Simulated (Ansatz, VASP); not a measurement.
## Ag in VASP and in Ansatz

File POSCAR:

```
Ag
1.0
    0.0000000000      2.0125634800      2.0125634800
    2.0125634800      0.0000000000      2.0125634800
    2.0125634800      2.0125634800      0.0000000000
Ag
1
Direct
    0.0000000000      0.0000000000      0.0000000000
```

INCAR.step1

```
SYSTEM = Ag
PREC     = Accurate       ! precision mode
ENCUT    = 550            ! plane-wave cutoff, eV
ISMEAR   = 1              ! smearing method
SIGMA    = 0.0416         ! smearing width, eV
LREAL    = .False.        ! projectors in reciprocal space
LASPH    = .True.         ! aspherical terms in the spheres
NELM     = 120            ! most SCF steps
NBANDS   = 12             ! bands
GGA      = PE             ! functional
ALGO     = Normal         ! electronic algorithm
EDIFF    = 1E-5           ! SCF threshold, eV
LWAVE    = .True.         ! write WAVECAR
LCHARG   = .False.        ! write CHGCAR
GGA_COMPAT= .False.
```

The input INCAR.step2:

```
SYSTEM = Ag
PREC     = Accurate       ! precision mode
ENCUT    = 550            ! plane-wave cutoff, eV
EDIFF    = 1E-6           ! SCF threshold, eV
ISMEAR   = 1              ! smearing method
SIGMA    = 0.0416         ! smearing width, eV
LREAL    = .False.        ! projectors in reciprocal space
LASPH    = .True.         ! aspherical terms in the spheres
NELM     = 120            ! most SCF steps
ALGO     = Normal         ! electronic algorithm
ISIF     = 2              ! what is computed and relaxed
LWAVE    = .False.        ! write WAVECAR
LCHARG   = .False.        ! write CHGCAR
METAGGA  = R2SCAN         ! meta-GGA
LMIXTAU  = .True.       
NBANDS   = 12             ! bands
ISTART   = 1            
GGA_COMPAT= .False.
```

The input KPOINTS:

```
Automatic mesh
0
Gamma
  11 11 11
  0 0 0
```

Input for Ansatz:

```yaml
crystal:
  lattice:
    - [0.0, 2.01256348, 2.01256348]
    - [2.01256348, 0.0, 2.01256348]
    - [2.01256348, 2.01256348, 0.0]
  atoms:
    - { symbol: Ag, position: [0.0, 0.0, 0.0] }
  symmetry: { tolerance: 0.0003 }
kpoints:
  mp_grid: { grid: [11, 11, 11], shift: [0, 0, 0] }
  band_path:
    path:
      - [0.0, 0.0, 0.0]
      - [0.5, 0.0, 0.5]
      - [0.625, 0.25, 0.625]
      - [0.375, 0.375, 0.75]
      - [0.0, 0.0, 0.0]
      - [0.5, 0.5, 0.5]
      - [0.5, 0.25, 0.75]
      - [0.5, 0.0, 0.5]
    npoints: 8
magnetization:
  spin_polarized: false
scf:
  occupations: { method: cold, width: 0.0416 }
  lower_state_search: "off"
  max_iter: 200
hamiltonian:
  pseudopotentials: { kind: paw }
  xc: r2scan
basis:
  ecutwfc: 500
  fft_grid_basis: typed
output:
  forces: true
  stress: true
  eigenvalues: true
  bader: true
  populations: true
  elf: true
  write_potential: true
  volumetric_format: npy
  dos:
    e_range: [-12, 8]
    de: 0.05
    projected: { site_lists: { Ag: [Ag] } }
checkpoint:
  read: saved_state
```

Alike in both runs: task single point; functional r2SCAN; k mesh 11 × 11 × 11; no spin polarisation.

```csv
,VASP,Ansatz
version,VASP 6.6.1,Ansatz 0.2.0
potentials or method,"VASP PAW PBE potentials, release 64 (Ag), cutoff 550 eV",PAW plane waves
occupations,"methfessel-paxton of order 1, width 0.0416 eV","cold, width 0.0416 eV"
valence electrons in the cell,11,19
```

VASP gave:

```
pressure (GPa) : 6.9
```

Question: Estimate Ansatz's values.

Answer: Pressure (GPa): 6.6.

VASP's potentials were made for PBE, not for r2SCAN. VASP's potentials hold 11 valence electrons a cell and Ansatz's 19, so a difference there can come from the potentials and not from the codes.
